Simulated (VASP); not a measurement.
# AlN (gw) (P6_3mc) in VASP: single point with PBE

Aim: the single point of AlN (gw) with PBE.

Everything below comes from runs of VASP 6.6.1. Logs are shortened: lines on timing, memory, paths and dates and some standing lists are left out, and cuts for length are marked.

### 1 The cell of the first run

Symmetry: P6_3mc, No. 186, hexagonal system. The conventional cell has a = 3.114 Å, b = 3.114 Å, c = 4.984 Å, α = 90.00°, β = 90.00°, γ = 120.00°. Within 2.5 Å of Al (site symmetry 3m) lie 4 N at 1.89 to 1.90 Å. N (site symmetry 3m) has 4 Al at 1.89 to 1.90 Å within 2.5 Å.

### 2 Single point, PBE

INCAR

```
PREC     = Accurate       # precision mode
ENCUT    = 600            # plane-wave cutoff, eV
EDIFF    = 1E-6           # SCF threshold, eV
ISMEAR   = 0              # smearing method
SIGMA    = 0.01           # smearing width, eV
LREAL    = False          # projectors in reciprocal space
LASPH    = True           # aspherical terms in the spheres
NELM     = 120            # most SCF steps
ALGO     = Normal         # electronic algorithm
ISIF     = 2              # what is computed and relaxed
LWAVE    = False          # write WAVECAR
LCHARG   = False          # write CHGCAR
GGA      = PE             # functional
NBANDS   = 16             # bands
GGA_COMPAT= False
```

KPOINTS

```
regular mesh
0
Gamma
  6 6 4
```

POSCAR

```
AlN
1.0
    3.1138256067      0.0000000000      0.0000000000
   -1.5569128034      2.6966520784      0.0000000000
    0.0000000000      0.0000000000      4.9835502337
Al N
2 2
Direct
    0.6666666667      0.3333333333      0.4990061282
    0.3333333333      0.6666666667     -0.0009938718
    0.6666666667      0.3333333333      0.8809938718
    0.3333333333      0.6666666667      0.3809938718
```

Potentials or basis: VASP PAW PBE potentials, release 64 (Al, N).

Launch:

```bash
$ cat potpaw_PBE.64/Al/POTCAR potpaw_PBE.64/N/POTCAR > POTCAR
$ mpirun -np 1 vasp_std > vasp.out
```

OUTCAR:

```text
PREC = Accurate
   ENCUT = 600
   EDIFF = 1E-6
   ISMEAR = 0
   LREAL = False
   LASPH = True
   NELM = 120
   ISIF = 2
   GGA = PE

 ion  position               nearest neighbor table
   1  0.667  0.333  0.499-   4 1.89   4 1.89   4 1.89   3 1.90   2 3.07   2 3.07   2 3.07   2 3.07
                             2 3.07   2 3.07
   2  0.333  0.667  0.999-   3 1.89   3 1.89   3 1.89   4 1.90   1 3.07   1 3.07   1 3.07   1 3.07
                             1 3.07   1 3.07
   3  0.667  0.333  0.881-   2 1.89   2 1.89   2 1.89   1 1.90
   4  0.333  0.667  0.381-   1 1.89   1 1.89   1 1.89   2 1.90

  LATTYP: Found a hexagonal cell.
 ALAT       =     3.1138256067
 C/A-ratio  =     1.6004590055

  Lattice vectors:

 A1 = (   3.1138256067,   0.0000000000,   0.0000000000)
 A2 = (  -1.5569128034,   2.6966520784,   0.0000000000)
 A3 = (   0.0000000000,   0.0000000000,   4.9835502337)

Analysis of symmetry for initial positions (statically):
=====================================================================
 Subroutine PRICEL returns:
 Original cell was already a primitive cell.

 Routine SETGRP: Setting up the symmetry group for a
 hexagonal supercell.

 Subroutine GETGRP returns: Found 12 space group operations
 (whereof  6 operations were pure point group operations)
 out of a pool of 24 trial point group operations.

The static configuration has the point symmetry C_3v.
 The point group associated with its full space group is C_6v.

Analysis of symmetry for dynamics (positions and initial velocities):
=====================================================================
 Subroutine PRICEL returns:
 Original cell was already a primitive cell.

 Routine SETGRP: Setting up the symmetry group for a
 hexagonal supercell.

 Subroutine GETGRP returns: Found 12 space group operations
 (whereof  6 operations were pure point group operations)
 out of a pool of 24 trial point group operations.

The dynamic configuration has the point symmetry C_3v.
 The point group associated with its full space group is C_6v.

 Subroutine INISYM returns: Found 12 space group operations
 (whereof  6 operations are pure point group operations),
 and found     1 'primitive' translations

----------------------------------------------------------------------------------------

                                     Primitive cell

  volume of cell :      41.8464

  direct lattice vectors                    reciprocal lattice vectors
     3.113825607  0.000000000  0.000000000     0.321148364  0.185415095  0.000000000
    -1.556912803  2.696652078  0.000000000     0.000000000  0.370830189  0.000000000
     0.000000000  0.000000000  4.983550234     0.000000000  0.000000000  0.200660163

  length of vectors
     3.113825607  3.113825607  4.983550234     0.370830189  0.370830189  0.200660163

  position of ions in fractional coordinates (direct lattice)
     0.666666667  0.333333333  0.499006128
     0.333333333  0.666666667  0.999006128
     0.666666667  0.333333333  0.880993872
     0.333333333  0.666666667  0.380993872

  ion indices of the primitive-cell ions
   primitive index   ion index
                 1           1
                 2           2
                 3           3
                 4           4

----------------------------------------------------------------------------------------

 KPOINTS: regular mesh

Automatic generation of k-mesh.
 Grid dimensions read from file:
 generate k-points for:    6    6    4

 Generating k-lattice:

  Cartesian coordinates                     Fractional coordinates (reciprocal lattice)
     0.053524727  0.030902516  0.000000000     0.166666667 -0.000000000  0.000000000
     0.000000000  0.061805032  0.000000000     0.000000000  0.166666667  0.000000000
     0.000000000  0.000000000  0.050165041     0.000000000  0.000000000  0.250000000

  Length of vectors
     0.061805032  0.061805032  0.050165041

  Shift w.r.t. Gamma in fractional coordinates (k-lattice)
     0.000000000  0.000000000  0.000000000

 Subroutine IBZKPT returns following result:
 ===========================================

 Found     21 irreducible k-points:

 Following reciprocal coordinates:
            Coordinates               Weight
  0.000000  0.000000  0.000000      1.000000
  0.166667 -0.000000  0.000000      6.000000
  0.333333 -0.000000  0.000000      6.000000
  0.500000  0.000000  0.000000      3.000000
  0.166667  0.166667  0.000000      6.000000
  0.333333  0.166667  0.000000     12.000000
[... 13 lines left out ...]
  0.333333  0.166667  0.500000     12.000000
  0.333333  0.333333  0.500000      2.000000
   k-points           NKPTS =     21   k-points in BZ     NKDIM =     21   number of bands    NBANDS=     16
   number of dos      NEDOS =    301   number of ions     NIONS =      4
   total plane-waves  NPLWV =  31360
   dimension x,y,z NGX =    28 NGY =   28 NGZ =   40
   dimension x,y,z NGXF=    56 NGYF=   56 NGZF=   80
   ions per type =               2   2
   NGX,Y,Z   is equivalent  to a cutoff of  14.95, 14.95, 13.34 a.u.
   NGXF,Y,Z  is equivalent  to a cutoff of  29.90, 29.90, 26.69 a.u.
 SYSTEM =  unknown system
   PREC   = accura    normal or accurate (medium, high low for compatibility)
   ISTART =      0    job   : 0-new  1-cont  2-samecut
   ICHARG =      2    charge: 1-file 2-atom 10-const
   ISPIN  =      1    spin polarized calculation?
   LNONCOLLINEAR =      F non collinear calculations
   LSORBIT =      F    spin-orbit coupling
   LASPH  =      T    aspherical Exc in radial PAW
   ENCUT  =  600.0 eV  44.10 Ry    6.64 a.u.   6.22  6.22  9.95*2*pi/ulx,y,z
   NELM   =    120;   NELMIN=  2; NELMDL= -5     # of ELM steps
   EDIFF  = 0.1E-05   stopping-criterion for ELM
   LREAL  =      F    real-space projection
   EDIFFG = 0.1E-04   stopping-criterion for IOM
   NSW    =      0    number of steps for IOM
   IBRION =     -1    ionic relax: 0-MD 1-quasi-New 2-CG
   NFREE  =      0    steps in history (QN), initial steepest desc. (CG)
   ISIF   =      2    stress and relaxation
   ISYM   =      2    0-nonsym 1-usesym 2-fastsym
   POTIM  = 0.5000    time-step for ionic-motion
   TEBEG  =    0.0;   TEEND  =   0.0 temperature during run
   PSTRESS=    0.0 pullay stress
   NELECT =      16.0000    total number of electrons
   NUPDOWN=      -1.0000    fix difference up-down
   EMIN   =  10.00;   EMAX   =-10.00  energy-range for DOS
   EFERMI =   0.00;   METHOD = LEGACY
   ISMEAR =     0;   SIGMA  =   0.01  broadening in eV -4-tet -1-fermi 0-gaus
   EFERMI_NEDOS =   21; number of points for ismear=-14 and -15
   IALGO  =     38    algorithm
   IMIX   =      4    mixing-type and parameters
     AMIX     =   0.40;   BMIX     =  1.00
     AMIX_MAG =   1.60;   BMIX_MAG =  1.00
  volume/ion in A,a.u.               =      10.46        70.60
  Fermi-wavevector in a.u.,A,eV,Ry     =   1.188216  2.245403 19.209491  1.411858
  Thomas-Fermi vector in A             =   2.324351
   LORBIT       =      0    0 simple, 1 ext, 2 COOP (PROOUT), +10 PAW based schemes
   GGA     = PE    functional components
   LHFCALC =     F    Hartree Fock is set to
   AEXX    =    0.0000 exact exchange contribution
   IVDW    =     0    specifies the selected vdW correction
   LEPSILON=     F    determine dielectric tensor
   LRPA    =     F    only Hartree local field effects (RPA)
 non-spin polarized calculation
 Gauss-broadening in eV      SIGMA  =   0.01
  energy-cutoff  :      600.00
  volume of cell :       41.85
 maximum number of plane-waves:      1412
 NGX is ok and might be reduce to    28
   NGX = 13   NGY = 13   NGZ = 19

 number of electron      15.9999999 magnetization

 Free energy of the ion-electron system (eV)
  ---------------------------------------------------
  ext. energy  EPLUGINS =         0.00000000
  ---------------------------------------------------
  free energy    TOTEN  =       -29.77520707 eV

  energy without entropy =      -29.77520707  energy(sigma->0) =      -29.77520707

 E-fermi :   6.1951     XC(G=0): -10.9022

 val. band max:        6.1432294375   @ k =   0.0000   0.0000   0.0000
 cond. band min:      10.3283648262   @ k =   0.0000   0.0000   0.0000
 fundamental gap:      4.1851353886
 Fermi energy:         6.1951441209

 k-point     1 :       0.0000    0.0000    0.0000
  band No.  band energies     occupation
      1      -9.0415      2.00000
      2      -6.8988      2.00000
      3       0.1537      2.00000
      4       5.2681      2.00000
      5       5.2681      2.00000
      6       5.9194      2.00000
[... 8 lines left out ...]
     15      19.2514      0.00000
     16      19.2514      0.00000

 k-point     2 :       0.1667   -0.0000    0.0000
  band No.  band energies     occupation
      1      -8.6957      2.00000
      2      -6.7120      2.00000
      3       0.5689      2.00000
      4       3.8534      2.00000
      5       4.6339      2.00000
      6       4.8775      2.00000
[... 8 lines left out ...]
     15      18.4763      0.00000
     16      18.9197      0.00000

 k-point     3 :       0.3333   -0.0000    0.0000
  band No.  band energies     occupation
      1      -7.8034      2.00000
      2      -6.3814      2.00000
      3       1.6333      2.00000
      4       1.7204      2.00000
      5       2.8146      2.00000
      6       4.2896      2.00000
[... 8 lines left out ...]
     15      18.2080      0.00000
     16      20.5092      0.00000

 k-point     4 :       0.5000    0.0000    0.0000
  band No.  band energies     occupation
      1      -7.0819      2.00000
      2      -6.3881      2.00000
      3       0.6920      2.00000
      4       1.9738      2.00000
      5       2.7982      2.00000
      6       4.0445      2.00000
[... 8 lines left out ...]
     15      18.9376      0.00000
     16      21.2528      0.00000
[... 267 lines left out ...]
 k-point    19 :       0.1667    0.1667    0.5000
  band No.  band energies     occupation
      1      -7.3493      2.00000
      2      -7.3493      2.00000
      3       1.9262      2.00000
      4       1.9262      2.00000
      5       4.3057      2.00000
      6       4.3057      2.00000
[... 8 lines left out ...]
     15      19.0618      0.00000
     16      19.0618      0.00000

 k-point    20 :       0.3333    0.1667    0.5000
  band No.  band energies     occupation
      1      -6.7292      2.00000
      2      -6.7292      2.00000
      3       0.9846      2.00000
      4       0.9846      2.00000
      5       3.5114      2.00000
      6       3.5114      2.00000
[... 8 lines left out ...]
     15      19.5750      0.00000
     16      19.5750      0.00000

 k-point    21 :       0.3333    0.3333    0.5000
  band No.  band energies     occupation
      1      -6.5051      2.00000
      2      -6.5051      2.00000
      3       1.3023      2.00000
      4       1.3023      2.00000
      5       2.2805      2.00000
      6       2.2805      2.00000
[... 8 lines left out ...]
     15      19.9476      0.00000
     16      19.9476      0.00000

------------------------ aborting loop because EDIFF is reached ----------------------------------------

  FORCE on cell =-STRESS in cart. coord.  units (eV):
  Direction    XX          YY          ZZ          XY          YZ          ZX
  --------------------------------------------------------------------------------------
  -------------------------------------------------------------------------------------
  Total        0.7917794      0.7917794      0.8317062     -0.0000000     -0.0000000      0.0000000
  in kB       30.3149421     30.3149421     31.8436235     -0.0000000     -0.0000000      0.0000000
  external PRESSURE =      30.8245026 kB  Pullay stress =       0.0000000 kB

 VOLUME and BASIS-vectors are now :
 -----------------------------------------------------------------------------
  energy-cutoff  :      600.00
  volume of cell :       41.85
      direct lattice vectors                 reciprocal lattice vectors
     3.113825607  0.000000000  0.000000000     0.321148364  0.185415095  0.000000000
    -1.556912803  2.696652078  0.000000000     0.000000000  0.370830189  0.000000000
     0.000000000  0.000000000  4.983550234     0.000000000  0.000000000  0.200660163

 POSITION                                       TOTAL-FORCE (eV/Angst)
 -----------------------------------------------------------------------------------
      1.55691      0.89888      2.48682         0.000000      0.000000      0.001814
     -0.00000      1.79777      4.97860         0.000000     -0.000000      0.001814
      1.55691      0.89888      4.39048         0.000000     -0.000000     -0.001814
     -0.00000      1.79777      1.89870        -0.000000      0.000000     -0.001814
 -----------------------------------------------------------------------------------
    total drift:                               -0.000000      0.000000      0.000435

  FREE ENERGIE OF THE ION-ELECTRON SYSTEM (eV)
  ---------------------------------------------------
  free  energy   TOTEN  =       -29.7752070747 eV

  energy  without entropy=      -29.7752070747  energy(sigma->0) =      -29.77520707
```

It took 17 s on 1 thread of Intel Xeon Platinum 8488C (Sapphire Rapids), shared host; peak memory 0.17 GiB.

Results:

* Free energy: -29.7752 eV
* Pressure: 3.1 GPa
* Band gap on the k mesh: 4.19 eV, direct

Stress tensor (GPa, compression positive):
```
3.03 0.00 0.00
0.00 3.03 0.00
0.00 0.00 3.18
```

Expect the measured gap to be larger: semilocal functionals such as PBE lack the derivative discontinuity.
